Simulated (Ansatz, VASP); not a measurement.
**One calculation of BN, two programs**

File INCAR:

```
PREC = Accurate
ENCUT = 520
EDIFF = 1E-6
ISMEAR = 0
SIGMA = 0.05
LREAL = F
LASPH = T
NELM = 80
ALGO = Normal
ISIF = 2
LWAVE = F
LCHARG = F
GGA = PE
NBANDS = 16
```

KPOINTS

```
Automatic mesh
0
Gamma
  12 12 6
```

Contents of POSCAR:

```
BN
1.0
    2.5545800960      0.0000000000      0.0000000000
   -1.2772900480      2.2123312591      0.0000000000
    0.0000000000      0.0000000000      4.2245145352
B N
2 2
Direct
    0.6666666667      0.3333333333      0.9998058547
    0.3333333333      0.6666666667      0.4998058547
    0.6666666667      0.3333333333      0.6784547030
    0.3333333333      0.6666666667      0.1251941453
```

Input for Ansatz:

```yaml
crystal:
  lattice:
    - [2.554580096, 0.0, 0.0]
    - [-1.277290048, 2.2123312591, 0.0]
    - [0.0, 0.0, 4.2245145352]
  atoms:
    - { symbol: B, position: [0.6666666667, 0.3333333333, 0.9998058547] }
    - { symbol: B, position: [0.3333333333, 0.6666666667, 0.4998058547] }
    - { symbol: "N", position: [0.6666666667, 0.3333333333, 0.678454703] }
    - { symbol: "N", position: [0.3333333333, 0.6666666667, 0.1251941453] }
basis:
  ecutwfc: 420
kpoints:
  mp_grid: { grid: [12, 12, 6] }
hamiltonian:
  xc: pbe
scf:
  occupations: { method: gaussian, width: 0.05 }
output:
  forces: true
  stress: true
  eigenvalues: true
  write_density: true
  write_potential: true
  elf: true
  volumetric_format: npy
```

Alike in both runs: task single point; functional PBE; k mesh 12 × 12 × 6; occupations gaussian, width 0.05 eV; no spin polarisation.

|  | VASP | Ansatz |
| --- | --- | --- |
| version | VASP 6.6.1 | Ansatz 0.2.0 |
| potentials or method | VASP PAW PBE potentials, release 64 (B, N), cutoff 520 eV | scalar-relativistic, plane waves, PAW |
| valence electrons in the cell | 16 | 16 |

|  | VASP | Ansatz | Ansatz less VASP |
| --- | --- | --- | --- |
| gap on the k mesh at the Fermi level (eV) | 3.15 | 3.16 | +0.015 |
| least direct gap on the mesh (eV) | 6.97 | 6.97 | +0.004 |
| pressure (GPa) | 11.0 | 10.9 | -0.17 |
| traceless stress, the component that is largest in VASP (GPa) | 15.41 | 15.20 | -0.208 |
| rms of the force components (eV/Å) | 3.786 | 3.779 | -0.0070 |

Atom by atom the forces differ by 0.007 eV/Å (rms over components). With one functional, cell and mesh, what is left measures potentials, basis and numerics.
